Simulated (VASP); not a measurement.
# GaP in VASP: further runs, part 2 of 2

VASP 6.6.1. Earlier steps stand in the parts before.

## Step 3: Single point, PBEsol, collinear spin, ferromagnetic start

This run uses another cell than the first one, of 123.60 Å³/atom, 1.085 times its volume.

Input file INCAR:

```
ALGO = Normal
EDIFF = 1E-6
ENCUT = 520
GGA = PS
ISIF = 2
ISMEAR = 0
ISPIN = 2
LASPH = True
LCHARG = True
LELF = True
LORBIT = 11
LREAL = False
LVHAR = True
LWAVE = False
MAGMOM = 0.5 0.5
NBANDS = 20
NELM = 150
PREC = Accurate
SIGMA = 0.05
```

Input file KPOINTS:

```
k-points
0
Gamma
  1 1 28
```

Input file POSCAR:

```
GaP
1.0
   10.9000000000      0.0000000000      0.0000000000
    0.0000000000      9.3000000000      0.0000000000
    0.0000000000      0.0000000000      2.4385179395
Ga P
1 1
Direct
    0.3998398159      0.5000000000      0.0000000000
    0.6001601841      0.5000000000      0.5000000000
```

Potentials or basis: VASP PAW PBE potentials, release 64 (Ga_d, P).

Started as:

```console
$ cat potpaw_PBE.64/Ga_d/POTCAR potpaw_PBE.64/P/POTCAR > POTCAR
$ mpirun -np 1 vasp_std > vasp.out
```

OUTCAR:

```text
EDIFF = 1E-6
   ENCUT = 520
   GGA = PS
   ISIF = 2
   ISMEAR = 0
   ISPIN = 2
   LASPH = True
   LORBIT = 11
   LREAL = False
   NELM = 150
   PREC = Accurate

 ion  position               nearest neighbor table
   1  0.400  0.500  0.000-   2 2.50   2 2.50
   2  0.600  0.500  0.500-   1 2.50   1 2.50

  LATTYP: Found a simple orthorhombic cell.
 ALAT       =     2.4385179395
 B/A-ratio  =     3.8137919141
 C/A-ratio  =     4.4699281574

  Lattice vectors:

 A1 = (   0.0000000000,   0.0000000000,  -2.4385179395)
 A2 = (   0.0000000000,   9.3000000000,   0.0000000000)
 A3 = (  10.9000000000,   0.0000000000,   0.0000000000)

Analysis of symmetry for initial positions (statically):
=====================================================================
 Subroutine PRICEL returns:
 Original cell was already a primitive cell.

 Routine SETGRP: Setting up the symmetry group for a
 simple orthorhombic supercell.

 Subroutine GETGRP returns: Found  4 space group operations
 (whereof  4 operations were pure point group operations)
 out of a pool of  8 trial point group operations.

The static configuration has the point symmetry C_2v.

Analysis of symmetry for dynamics (positions and initial velocities):
=====================================================================
 Subroutine PRICEL returns:
 Original cell was already a primitive cell.

 Routine SETGRP: Setting up the symmetry group for a
 simple orthorhombic supercell.

 Subroutine GETGRP returns: Found  4 space group operations
 (whereof  4 operations were pure point group operations)
 out of a pool of  8 trial point group operations.

The dynamic configuration has the point symmetry C_2v.

Analysis of structural, dynamic, and magnetic symmetry:
=====================================================================
 Subroutine PRICEL returns:
 Original cell was already a primitive cell.

 Routine SETGRP: Setting up the symmetry group for a
 simple orthorhombic supercell.

 Subroutine GETGRP returns: Found  4 space group operations
 (whereof  4 operations were pure point group operations)
 out of a pool of  8 trial point group operations.

The overall configuration has the point symmetry C_2v.

 Subroutine INISYM returns: Found  4 space group operations
 (whereof  4 operations are pure point group operations),
 and found     1 'primitive' translations

----------------------------------------------------------------------------------------

                                     Primitive cell

  volume of cell :     247.1926

  direct lattice vectors                    reciprocal lattice vectors
    10.900000000  0.000000000  0.000000000     0.091743119  0.000000000  0.000000000
     0.000000000  9.300000000  0.000000000     0.000000000  0.107526882  0.000000000
     0.000000000  0.000000000  2.438517940     0.000000000  0.000000000  0.410085152

  length of vectors
    10.900000000  9.300000000  2.438517940     0.091743119  0.107526882  0.410085152

  position of ions in fractional coordinates (direct lattice)
     0.399839816  0.500000000  0.000000000
     0.600160184  0.500000000  0.500000000

  ion indices of the primitive-cell ions
   primitive index   ion index
                 1           1
                 2           2

[... 58 lines left out ...]
   LASPH  =      T    aspherical Exc in radial PAW
   ENCUT  =  520.0 eV  38.22 Ry    6.18 a.u.  20.27 17.29  4.53*2*pi/ulx,y,z
   NELM   =    150;   NELMIN=  2; NELMDL= -5     # of ELM steps
   EDIFF  = 0.1E-05   stopping-criterion for ELM
   LREAL  =      F    real-space projection
   EDIFFG = 0.1E-04   stopping-criterion for IOM
   NSW    =      0    number of steps for IOM
   IBRION =     -1    ionic relax: 0-MD 1-quasi-New 2-CG
   NFREE  =      0    steps in history (QN), initial steepest desc. (CG)
   ISIF   =      2    stress and relaxation
   ISYM   =      2    0-nonsym 1-usesym 2-fastsym
   POTIM  = 0.5000    time-step for ionic-motion
   TEBEG  =    0.0;   TEEND  =   0.0 temperature during run
   PSTRESS=    0.0 pullay stress
   NELECT =      18.0000    total number of electrons
   NUPDOWN=      -1.0000    fix difference up-down
   EMIN   =  10.00;   EMAX   =-10.00  energy-range for DOS
   EFERMI =   0.00;   METHOD = LEGACY
   ISMEAR =     0;   SIGMA  =   0.05  broadening in eV -4-tet -1-fermi 0-gaus
   EFERMI_NEDOS =   21; number of points for ismear=-14 and -15
   IALGO  =     38    algorithm
   IMIX   =      4    mixing-type and parameters
     AMIX     =   0.40;   BMIX     =  1.00
     AMIX_MAG =   1.60;   BMIX_MAG =  1.00
  volume/ion in A,a.u.               =     123.60       834.07
  Fermi-wavevector in a.u.,A,eV,Ry     =   0.683629  1.291872  6.358665  0.467349
  Thomas-Fermi vector in A             =   1.763048
   LORBIT       =     11    0 simple, 1 ext, 2 COOP (PROOUT), +10 PAW based schemes
   GGA     = PS    functional components
   LHFCALC =     F    Hartree Fock is set to
   AEXX    =    0.0000 exact exchange contribution
   IVDW    =     0    specifies the selected vdW correction
   LEPSILON=     F    determine dielectric tensor
   LRPA    =     F    only Hartree local field effects (RPA)
 spin polarized calculation
 Gauss-broadening in eV      SIGMA  =   0.05
  energy-cutoff  :      520.00
  volume of cell :      247.19
 maximum number of plane-waves:      6693
 NGX is ok and might be reduce to    84
   NGX = 41   NGY = 35   NGZ =  9

 number of electron      18.0000003 magnetization      -0.0000286

 number of electron      18.0000003 magnetization       0.0000082

 Free energy of the ion-electron system (eV)
  ---------------------------------------------------
  ext. energy  EPLUGINS =         0.00000000
  ---------------------------------------------------
  free energy    TOTEN  =        -7.31731847 eV

  energy without entropy =       -7.31731829  energy(sigma->0) =       -7.31731838

 E-fermi :  -2.7441     XC(G=0):  -2.7488

 val. band max:       -2.9020956173   @ k =   0.0000   0.0000   0.4643
 cond. band min:      -2.5861454503   @ k =   0.0000   0.0000   0.3929
 fundamental gap:      0.3159501670
 Fermi energy:        -2.7441202288

 spin component 1

 k-point     1 :       0.0000    0.0000    0.0000
  band No.  band energies     occupation
      1     -18.3491      1.00000
      2     -17.9191      1.00000
      3     -17.8360      1.00000
      4     -17.6484      1.00000
      5     -17.5614      1.00000
      6     -15.2625      1.00000
[... 321 lines left out ...]
      6      -9.9707      1.00000
[... 12 lines left out ...]
     19       7.3194      0.00000
     20       7.7591      0.00000
 Fermi energy:        -2.7441202288

 spin component 2

 k-point     1 :       0.0000    0.0000    0.0000
  band No.  band energies     occupation
      1     -18.3491      1.00000
      2     -17.9191      1.00000
      3     -17.8360      1.00000
      4     -17.6484      1.00000
      5     -17.5614      1.00000
      6     -15.2625      1.00000
[... 334 lines left out ...]
     19       7.3122      0.00000
     20       7.7503      0.00000

------------------------ aborting loop because EDIFF is reached ----------------------------------------

  FORCE on cell =-STRESS in cart. coord.  units (eV):
  Direction    XX          YY          ZZ          XY          YZ          ZX
  --------------------------------------------------------------------------------------
  -------------------------------------------------------------------------------------
  Total       -0.0436404      0.0151155      0.0528582      0.0000000      0.0000000      0.0000000
  in kB       -0.2828552      0.0979708      0.3426003      0.0000000      0.0000000      0.0000000
  external PRESSURE =       0.0525720 kB  Pullay stress =       0.0000000 kB

 VOLUME and BASIS-vectors are now :
 -----------------------------------------------------------------------------
  energy-cutoff  :      520.00
  volume of cell :      247.19
      direct lattice vectors                 reciprocal lattice vectors
    10.900000000  0.000000000  0.000000000     0.091743119  0.000000000  0.000000000
     0.000000000  9.300000000  0.000000000     0.000000000  0.107526882  0.000000000
     0.000000000  0.000000000  2.438517940     0.000000000  0.000000000  0.410085152

 POSITION                                       TOTAL-FORCE (eV/Angst)
 -----------------------------------------------------------------------------------
      4.35825      4.65000      0.00000         0.002985      0.000000      0.000000
      6.54175      4.65000      1.21926        -0.002985      0.000000      0.000000
 -----------------------------------------------------------------------------------
    total drift:                                0.000711     -0.000000      0.000004

  FREE ENERGIE OF THE ION-ELECTRON SYSTEM (eV)
  ---------------------------------------------------
  free  energy   TOTEN  =        -7.3173184716 eV

  energy  without entropy=       -7.3173182855  energy(sigma->0) =       -7.31731838

 total charge

# of ion       s       p       d       tot
------------------------------------------
    1        1.055   0.619   9.972  11.646
    2        1.124   1.256   0.000   2.379
--------------------------------------------------
tot          2.179   1.874   9.972  14.025

 magnetization (x)

# of ion       s       p       d       tot
------------------------------------------
    1        0.000   0.000   0.000   0.000
    2       -0.000  -0.000   0.000  -0.000
--------------------------------------------------
tot         -0.000  -0.000   0.000  -0.000
```

stdout:

```text
POSCAR found type information on POSCAR GaP
 POSCAR found :  2 types and       2 ions
 scaLAPACK will be used
 -----------------------------------------------------------------------------
|                                                                             |
|                                                                             |
|     You enforced a specific xc type in the INCAR file but a different       |
|     I HOPE YOU KNOW WHAT YOU ARE DOING!                                     |
|                                                                             |
 -----------------------------------------------------------------------------

 LDA part: xc-table for (Slater+PW92), standard interpolation
 POSCAR, INCAR and KPOINTS ok, starting setup
 FFT: planning ... GRIDC
 FFT: planning ... GRID_SOFT
 FFT: planning ... GRID
 WAVECAR not read
 entering main loop
```

It took 7.3 min on 1 thread of AMD EPYC 7R13, shared host; peak memory 0.42 GiB.

What came out:

```yaml
Free_energy: -7.3173 eV
Band_gap_on_the_k_mesh: zero (filled and empty bands overlap)
Net_moment: 0.00 μB per cell
Valence_electrons_inside_the_program's_atomic_spheres: Ga 11.65; P 2.38
```

Forces in eV/Å, atoms in the order of the input:
```
Ga   0.003  0.000  0.000
P   -0.003  0.000  0.000
```

Caveat: the PAW data sets were made with another functional, which shifts forces and pressure a little.
